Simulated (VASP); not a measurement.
Write the native input for VASP 6.6.1 that does the following.

```yaml
Task: single point
Functional: PBE
Potentials_or_basis: VASP PAW PBE potentials, release 64 (Ag)
Cutoff: 520 eV
k_mesh: 13 × 13 × 13
Occupations: fermi-dirac, width 0.1 eV
Spin: no spin polarisation
Dipole_correction: no
Further_INCAR_settings: ALGO = Normal; EDIFF = 1e-06; NBANDS = 12
```

The structure of Ag lies in POSCAR:

```
Ag
1.0
    0.0000000000      2.0734381516      2.0734381516
    2.0734381516      0.0000000000      2.0734381516
    2.0734381516      2.0734381516      0.0000000000
Ag
1
Direct
    0.0000000000      0.0000000000      0.0000000000
```

These files were run (other wordings do the same):

INCAR

```
SYSTEM = Ag
PREC     = Accurate       ! precision mode
ENCUT    = 520            ! plane-wave cutoff, eV
EDIFF    = 1E-6           ! SCF threshold, eV
ISMEAR   = -1             ! smearing method
SIGMA    = 0.1            ! smearing width, eV
LREAL    = .FALSE.        ! projectors in reciprocal space
LASPH    = .TRUE.         ! aspherical terms in the spheres
NELM     = 100            ! most SCF steps
ALGO     = Normal         ! electronic algorithm
ISIF     = 2              ! what is computed and relaxed
LWAVE    = .FALSE.        ! write WAVECAR
LCHARG   = .FALSE.        ! write CHGCAR
GGA      = PE             ! functional
NBANDS   = 12             ! bands
```

KPOINTS

```
Automatic mesh
0
G
  13 13 13
  0 0 0
```

Potentials or basis: VASP PAW PBE potentials, release 64 (Ag).

The run is started by

```console
$ cat potpaw_PBE.64/Ag/POTCAR > POTCAR
$ mpirun -np 1 vasp_std > vasp.out
```

Results of the run:

```
Pressure : -0.1 GPa
```

Wall time 16 s on 1 thread of Intel Xeon 8259CL, with other jobs on the host, peak memory 0.15 GiB.
